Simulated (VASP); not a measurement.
Set up this calculation in VASP 6.6.1, as the native input.

```
Task                   : single point
Functional             : PBE
Potentials or basis    : VASP PAW PBE potentials, release 64 (Pd)
Cutoff                 : 520 eV
k mesh                 : 13 × 13 × 13
Occupations            : fermi-dirac, width 0.1 eV
Spin                   : no spin polarisation
Dipole correction      : no
Further INCAR settings : ALGO = Normal; EDIFF = 1e-06; NBANDS = 11
```

The structure of Pd lies in POSCAR:

```
Pd
1.0
    2.5064926262      0.0000000000      0.0000000000
    0.0000000000      2.5064926262      0.0000000000
    0.0000000000      0.0000000000      2.5064926262
Pd
1
Direct
    0.0000000000      0.0000000000      0.0000000000
```

This cell differs from its parent crystal: volume scaled by 0.88.

These files were run (other wordings do the same):

INCAR

```
PREC = Accurate ; ENCUT = 520
EDIFF = 1E-6 ; ISMEAR = -1
SIGMA = 0.1 ; LREAL = F
LASPH = T ; NELM = 60
ALGO = Normal ; ISIF = 2
LWAVE = F ; LCHARG = T
GGA = PE ; LELF = T
LVHAR = T ; NBANDS = 11
```

KPOINTS

```
Automatic mesh
0
Gamma
  13 13 13
```

Potentials or basis: VASP PAW PBE potentials, release 64 (Pd).

Command:

```bash
$ cat potpaw_PBE.64/Pd/POTCAR > POTCAR
$ mpirun -np 1 vasp_std > vasp.out
```

It gave:

* Pressure: 20.9 GPa
* Band gap on the k mesh: zero (band 5 reaches 10.38 eV, above the bottom of band 6 at 8.31 eV)

It took 5 s on 1 thread of Intel(R) Xeon(R) 6975P-C (Granite Rapids) (shared host), peak memory 0.13 GiB.
